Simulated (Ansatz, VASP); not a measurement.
## Two plane-wave programs on Si

```
CELL_PARAMETERS angstrom
0.00000 2.70083 2.70083
2.70083 0.00000 2.70083
2.70083 2.70083 0.00000
ATOMIC_POSITIONS crystal
Si 0.50000 0.50000 0.50000
Si 0.75000 0.75000 0.75000
```

Alike in both runs: task relaxation of cell and atoms; functional LDA; k mesh 12 × 12 × 12; no spin polarisation.

|  | VASP | Ansatz |
| --- | --- | --- |
| version | VASP 6.6.1 | Ansatz 0.2.0 |
| potentials or method | VASP PAW LDA potentials, release 64 (Si), cutoff 600 eV | scalar-relativistic, plane waves, PAW |
| occupations | gaussian, width 0.01 eV | fixed |
| valence electrons in the cell | 8 | 8 |

|  | VASP | Ansatz | Ansatz less VASP |
| --- | --- | --- | --- |
| gap on the k mesh at the Fermi level, each at its own relaxed structure (eV) | 0.44 | 0.44 | +0.002 |
| relaxed volume (Å³/atom) | 19.72 | 19.70 | -0.014 |
| relaxed cell length with the largest relative difference (Å) | 3.820 | 3.820 | -0.0009 |

Ansatz warns that its potentials were made for another functional, while VASP's fit it. LDA's correlation is that of Perdew and Zunger in VASP and of Perdew and Wang (1992) in Ansatz.
